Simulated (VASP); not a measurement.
# CdSe (P6_3mc) in VASP: further runs

The runs below take CdSe through single point, with LDA.

Everything below comes from runs of VASP 6.6.1. Logs are shortened: lines on timing, memory, paths and dates and some standing lists are left out, and cuts for length are marked.

### Step 1. The cell of the first run

It takes space group P6_3mc (No. 186, hexagonal). Conventional cell: a = 3.985 Å, b = 3.985 Å, c = 6.627 Å, α = 90.00°, β = 90.00°, γ = 120.00°. Cd (site symmetry 3m) has 4 Se at 2.45 to 2.46 Å within 3.2 Å. Se (site symmetry 3m) has 4 Cd at 2.45 to 2.46 Å within 3.2 Å.

### Step 2. Single point, LDA

Input file INCAR:

```
ALGO = Normal ; EDIFF = 1E-6
ENCUT = 520 ; GGA = CA
ISIF = 2 ; ISMEAR = 0
LASPH = True ; LCHARG = False
LREAL = False ; LWAVE = False
NBANDS = 26 ; NELM = 100
PREC = Accurate ; SIGMA = 0.01
```

Input file KPOINTS:

```
k-points
0
Gamma
  6 6 4
```

Input file POSCAR:

```
CdSe
1.0
    3.9853416896      0.0000000000      0.0000000000
   -1.9926708448      3.4514071460      0.0000000000
    0.0000000000      0.0000000000      6.6270543297
Cd Se
2 2
Direct
    0.3333333333      0.6666666667      0.0075717781
    0.6666666667      0.3333333333      0.5075717781
    0.3333333333      0.6666666667      0.3774282219
    0.6666666667      0.3333333333      0.8774282219
```

Potentials or basis: VASP PAW LDA potentials, release 64 (Cd, Se).

Command:

```sh
cat potpaw_LDA.64/Cd/POTCAR potpaw_LDA.64/Se/POTCAR > POTCAR
mpirun -np 1 vasp_std > vasp.out
```

OUTCAR:

```text
EDIFF = 1E-6
   ENCUT = 520
   GGA = CA
   ISIF = 2
   ISMEAR = 0
   LASPH = True
   LREAL = False
   NELM = 100
   PREC = Accurate

 ion  position               nearest neighbor table
   1  0.333  0.667  0.008-   3 2.45   4 2.46   4 2.46   4 2.46
   2  0.667  0.333  0.508-   4 2.45   3 2.46   3 2.46   3 2.46
   3  0.333  0.667  0.377-   1 2.45   2 2.46   2 2.46   2 2.46
   4  0.667  0.333  0.877-   2 2.45   1 2.46   1 2.46   1 2.46

  LATTYP: Found a hexagonal cell.
 ALAT       =     3.9853416896
 C/A-ratio  =     1.6628572519

  Lattice vectors:

 A1 = (   3.9853416896,   0.0000000000,   0.0000000000)
 A2 = (  -1.9926708448,   3.4514071460,   0.0000000000)
 A3 = (   0.0000000000,   0.0000000000,   6.6270543297)

Analysis of symmetry for initial positions (statically):
=====================================================================
 Subroutine PRICEL returns:
 Original cell was already a primitive cell.

 Routine SETGRP: Setting up the symmetry group for a
 hexagonal supercell.

 Subroutine GETGRP returns: Found 12 space group operations
 (whereof  6 operations were pure point group operations)
 out of a pool of 24 trial point group operations.

The static configuration has the point symmetry C_3v.
 The point group associated with its full space group is C_6v.

Analysis of symmetry for dynamics (positions and initial velocities):
=====================================================================
 Subroutine PRICEL returns:
 Original cell was already a primitive cell.

 Routine SETGRP: Setting up the symmetry group for a
 hexagonal supercell.

 Subroutine GETGRP returns: Found 12 space group operations
 (whereof  6 operations were pure point group operations)
 out of a pool of 24 trial point group operations.

The dynamic configuration has the point symmetry C_3v.
 The point group associated with its full space group is C_6v.

 Subroutine INISYM returns: Found 12 space group operations
 (whereof  6 operations are pure point group operations),
 and found     1 'primitive' translations

----------------------------------------------------------------------------------------

                                     Primitive cell

  volume of cell :      91.1554

  direct lattice vectors                    reciprocal lattice vectors
     3.985341690  0.000000000  0.000000000     0.250919514  0.144868449  0.000000000
    -1.992670845  3.451407146  0.000000000     0.000000000  0.289736898  0.000000000
     0.000000000  0.000000000  6.627054330     0.000000000  0.000000000  0.150896605

  length of vectors
     3.985341690  3.985341690  6.627054330     0.289736898  0.289736898  0.150896605

  position of ions in fractional coordinates (direct lattice)
     0.333333333  0.666666667  0.007571778
     0.666666667  0.333333333  0.507571778
     0.333333333  0.666666667  0.377428222
     0.666666667  0.333333333  0.877428222

  ion indices of the primitive-cell ions
   primitive index   ion index
                 1           1
                 2           2
                 3           3
                 4           4

----------------------------------------------------------------------------------------

 KPOINTS: k-points

Automatic generation of k-mesh.
 Grid dimensions read from file:
 generate k-points for:    6    6    4

 Generating k-lattice:

  Cartesian coordinates                     Fractional coordinates (reciprocal lattice)
     0.041819919  0.024144741  0.000000000     0.166666667 -0.000000000  0.000000000
     0.000000000  0.048289483  0.000000000     0.000000000  0.166666667  0.000000000
     0.000000000  0.000000000  0.037724151     0.000000000  0.000000000  0.250000000

  Length of vectors
     0.048289483  0.048289483  0.037724151

  Shift w.r.t. Gamma in fractional coordinates (k-lattice)
     0.000000000  0.000000000  0.000000000

 Subroutine IBZKPT returns following result:
 ===========================================

 Found     21 irreducible k-points:

 Following reciprocal coordinates:
            Coordinates               Weight
  0.000000  0.000000  0.000000      1.000000
  0.166667  0.000000  0.000000      6.000000
  0.333333 -0.000000  0.000000      6.000000
  0.500000  0.000000  0.000000      3.000000
  0.166667  0.166667  0.000000      6.000000
  0.333333  0.166667  0.000000     12.000000
[... 13 lines left out ...]
  0.333333  0.166667  0.500000     12.000000
  0.333333  0.333333  0.500000      2.000000
   k-points           NKPTS =     21   k-points in BZ     NKDIM =     21   number of bands    NBANDS=     26
   number of dos      NEDOS =    301   number of ions     NIONS =      4
   total plane-waves  NPLWV =  45000
   dimension x,y,z NGX =    30 NGY =   30 NGZ =   50
   dimension x,y,z NGXF=    60 NGYF=   60 NGZF=  100
   ions per type =               2   2
   NGX,Y,Z   is equivalent  to a cutoff of  12.51, 12.51, 12.54 a.u.
   NGXF,Y,Z  is equivalent  to a cutoff of  25.03, 25.03, 25.09 a.u.
 SYSTEM =  unknown system
   PREC   = accura    normal or accurate (medium, high low for compatibility)
   ISTART =      0    job   : 0-new  1-cont  2-samecut
   ICHARG =      2    charge: 1-file 2-atom 10-const
   ISPIN  =      1    spin polarized calculation?
   LNONCOLLINEAR =      F non collinear calculations
   LSORBIT =      F    spin-orbit coupling
   LASPH  =      T    aspherical Exc in radial PAW
   ENCUT  =  520.0 eV  38.22 Ry    6.18 a.u.   7.41  7.41 12.32*2*pi/ulx,y,z
   NELM   =    100;   NELMIN=  2; NELMDL= -5     # of ELM steps
   EDIFF  = 0.1E-05   stopping-criterion for ELM
   LREAL  =      F    real-space projection
   EDIFFG = 0.1E-04   stopping-criterion for IOM
   NSW    =      0    number of steps for IOM
   IBRION =     -1    ionic relax: 0-MD 1-quasi-New 2-CG
   NFREE  =      0    steps in history (QN), initial steepest desc. (CG)
   ISIF   =      2    stress and relaxation
   ISYM   =      2    0-nonsym 1-usesym 2-fastsym
   POTIM  = 0.5000    time-step for ionic-motion
   TEBEG  =    0.0;   TEEND  =   0.0 temperature during run
   PSTRESS=    0.0 pullay stress
   NELECT =      36.0000    total number of electrons
   NUPDOWN=      -1.0000    fix difference up-down
   EMIN   =  10.00;   EMAX   =-10.00  energy-range for DOS
   EFERMI =   0.00;   METHOD = LEGACY
   ISMEAR =     0;   SIGMA  =   0.01  broadening in eV -4-tet -1-fermi 0-gaus
   EFERMI_NEDOS =   21; number of points for ismear=-14 and -15
   IALGO  =     38    algorithm
   IMIX   =      4    mixing-type and parameters
     AMIX     =   0.40;   BMIX     =  1.00
     AMIX_MAG =   1.60;   BMIX_MAG =  1.00
  volume/ion in A,a.u.               =      22.79       153.79
  Fermi-wavevector in a.u.,A,eV,Ry     =   1.201107  2.269762 19.628542  1.442657
  Thomas-Fermi vector in A             =   2.336924
   LORBIT       =      0    0 simple, 1 ext, 2 COOP (PROOUT), +10 PAW based schemes
   GGA     = CA    functional components
   LHFCALC =     F    Hartree Fock is set to
   AEXX    =    0.0000 exact exchange contribution
   IVDW    =     0    specifies the selected vdW correction
   LEPSILON=     F    determine dielectric tensor
   LRPA    =     F    only Hartree local field effects (RPA)
 non-spin polarized calculation
 Gauss-broadening in eV      SIGMA  =   0.01
  energy-cutoff  :      520.00
  volume of cell :       91.16
 maximum number of plane-waves:      2473
 NGX is ok and might be reduce to    30
   NGX = 15   NGY = 15   NGZ = 25

 number of electron      35.9999996 magnetization

 Free energy of the ion-electron system (eV)
  ---------------------------------------------------
  ext. energy  EPLUGINS =         0.00000000
  ---------------------------------------------------
  free energy    TOTEN  =       -12.74475715 eV

  energy without entropy =      -12.74475715  energy(sigma->0) =      -12.74475715

 E-fermi :   2.9587     XC(G=0): -10.2509

 val. band max:        2.8425566041   @ k =   0.0000   0.0000   0.0000
 cond. band min:       3.6542025058   @ k =   0.0000   0.0000   0.0000
 fundamental gap:      0.8116459017
 Fermi energy:         2.9587304126

 k-point     1 :       0.0000    0.0000    0.0000
  band No.  band energies     occupation
      1     -11.2929      2.00000
      2     -10.6966      2.00000
      3      -6.1770      2.00000
      4      -6.1220      2.00000
      5      -6.1220      2.00000
      6      -6.0005      2.00000
[... 18 lines left out ...]
     25       9.9312      0.00000
     26      10.8832      0.00000

 k-point     2 :       0.1667    0.0000    0.0000
  band No.  band energies     occupation
      1     -11.1595      2.00000
      2     -10.6358      2.00000
      3      -6.1260      2.00000
      4      -6.0765      2.00000
      5      -6.0629      2.00000
      6      -5.9457      2.00000
[... 18 lines left out ...]
     25      10.1516      0.00000
     26      10.7366      0.00000

 k-point     3 :       0.3333   -0.0000    0.0000
  band No.  band energies     occupation
      1     -10.8671      2.00000
      2     -10.5316      2.00000
      3      -6.0475      2.00000
      4      -6.0105      2.00000
      5      -5.9001      2.00000
      6      -5.7875      2.00000
[... 18 lines left out ...]
     25      10.7050      0.00000
     26      11.7754      0.00000

 k-point     4 :       0.5000    0.0000    0.0000
  band No.  band energies     occupation
      1     -10.6928      2.00000
      2     -10.5043      2.00000
      3      -6.0287      2.00000
      4      -5.9922      2.00000
      5      -5.7759      2.00000
      6      -5.7325      2.00000
[... 18 lines left out ...]
     25      11.0354      0.00000
     26      12.9257      0.00000
[... 409 lines left out ...]
      1     -10.7407      2.00000
      2     -10.7407      2.00000
      3      -5.9809      2.00000
      4      -5.9809      2.00000
      5      -5.9322      2.00000
      6      -5.9322      2.00000
[... 18 lines left out ...]
     25      10.3838      0.00000
     26      10.3838      0.00000

 k-point    20 :       0.3333    0.1667    0.5000
  band No.  band energies     occupation
      1     -10.5871      2.00000
      2     -10.5871      2.00000
      3      -5.9562      2.00000
      4      -5.9562      2.00000
      5      -5.8725      2.00000
      6      -5.8725      2.00000
[... 18 lines left out ...]
     25      11.1870      0.00000
     26      11.1870      0.00000

 k-point    21 :       0.3333    0.3333    0.5000
  band No.  band energies     occupation
      1     -10.5377      2.00000
      2     -10.5377      2.00000
      3      -5.9042      2.00000
      4      -5.9042      2.00000
      5      -5.8898      2.00000
      6      -5.8898      2.00000
[... 18 lines left out ...]
     25      11.7140      0.00000
     26      11.7140      0.00000

------------------------ aborting loop because EDIFF is reached ----------------------------------------

  FORCE on cell =-STRESS in cart. coord.  units (eV):
  Direction    XX          YY          ZZ          XY          YZ          ZX
  --------------------------------------------------------------------------------------
  -------------------------------------------------------------------------------------
  Total        9.1242832      9.1242832      9.1560070      0.0000000      0.0000000      0.0000000
  in kB      160.3714477    160.3714477    160.9290371      0.0000000      0.0000000      0.0000000
  external PRESSURE =     160.5573108 kB  Pullay stress =       0.0000000 kB

 VOLUME and BASIS-vectors are now :
 -----------------------------------------------------------------------------
  energy-cutoff  :      520.00
  volume of cell :       91.16
      direct lattice vectors                 reciprocal lattice vectors
     3.985341690  0.000000000  0.000000000     0.250919514  0.144868449  0.000000000
    -1.992670845  3.451407146  0.000000000     0.000000000  0.289736898  0.000000000
     0.000000000  0.000000000  6.627054330     0.000000000  0.000000000  0.150896605

 POSITION                                       TOTAL-FORCE (eV/Angst)
 -----------------------------------------------------------------------------------
     -0.00000      2.30094      0.05018         0.000000      0.000000      0.002693
      1.99267      1.15047      3.36371        -0.000000      0.000000      0.002693
     -0.00000      2.30094      2.50124         0.000000      0.000000     -0.002693
      1.99267      1.15047      5.81476        -0.000000      0.000000     -0.002693
 -----------------------------------------------------------------------------------
    total drift:                               -0.000000      0.000000     -0.000107

  FREE ENERGIE OF THE ION-ELECTRON SYSTEM (eV)
  ---------------------------------------------------
  free  energy   TOTEN  =       -12.7447571471 eV

  energy  without entropy=      -12.7447571471  energy(sigma->0) =      -12.74475715
```

Wall time 66 s (1 thread of Intel Xeon 8259CL, shared host); peak memory 0.19 GiB.

What came out:

- Free energy: -12.7448 eV
- Pressure: 16.1 GPa
- Band gap on the k mesh: 0.81 eV

Forces on the atoms (eV/Å):
```
Cd   0.000  0.000  0.003
Cd   0.000  0.000  0.003
Se   0.000  0.000 -0.003
Se   0.000  0.000 -0.003
```

Caveat: the cell stands under pressure.

### Step 3. Single point, LDA

This run uses another cell than the first one, of 23.85 Å³/atom.

Input file INCAR:

```
PREC     = Accurate       # precision mode
ENCUT    = 520            # plane-wave cutoff, eV
EDIFF    = 1E-6           # SCF threshold, eV
ISMEAR   = 0              # smearing method
SIGMA    = 0.01           # smearing width, eV
LREAL    = False          # projectors in reciprocal space
LASPH    = True           # aspherical terms in the spheres
NELM     = 100            # most SCF steps
ALGO     = Normal         # electronic algorithm
ISIF     = 2              # what is computed and relaxed
LWAVE    = False          # write WAVECAR
LCHARG   = False          # write CHGCAR
NBANDS   = 26             # bands
```

Input file KPOINTS:

```
Automatic mesh
0
Gamma
  6 6 4
```

Input file POSCAR:

```
CdSe
1.0
    4.0606500483      0.0000000000      0.0000000000
   -2.0303250242      3.5166260977      0.0000000000
    0.0000000000      0.0000000000      6.6797700695
Cd Se
2 2
Direct
    0.3333333333      0.6666666667      0.0059672346
    0.6666666667      0.3333333333      0.5059672346
    0.3333333333      0.6666666667      0.3790327654
    0.6666666667      0.3333333333      0.8790327654
```

Potentials or basis: VASP PAW LDA potentials, release 64 (Cd, Se).

Command:

```sh
cat potpaw_LDA.64/Cd/POTCAR potpaw_LDA.64/Se/POTCAR > POTCAR
mpirun -np 1 vasp_std > vasp.out
```

It took 79 s on 1 thread of Intel Xeon 8259CL, shared host; peak memory 0.19 GiB.

The run converged. Its results:

```
Free energy            : -13.0970 eV
Pressure               : 10.9 GPa
Band gap on the k mesh : 0.75 eV
```

Levels at points of the mesh, in eV from the valence-band top:
```
           k point  band 16  band 17  band 18  band 19  band 20  band 21
(0.00, 0.00, 0.00)    -0.12     0.00     0.00     0.75     2.21     5.69
(0.50, 0.00, 0.00)    -2.52    -1.92    -1.03     3.07     3.30     4.46
(0.00, 0.00, 0.50)    -0.55    -0.55    -0.55     2.46     2.46     5.90
(0.50, 0.00, 0.50)    -1.90    -1.84    -1.84     2.69     2.69     4.69
```

Caveat: the cell stands under pressure; semilocal functionals underestimate gaps, and a narrow one can read as zero.

[end of part 1 of 3]
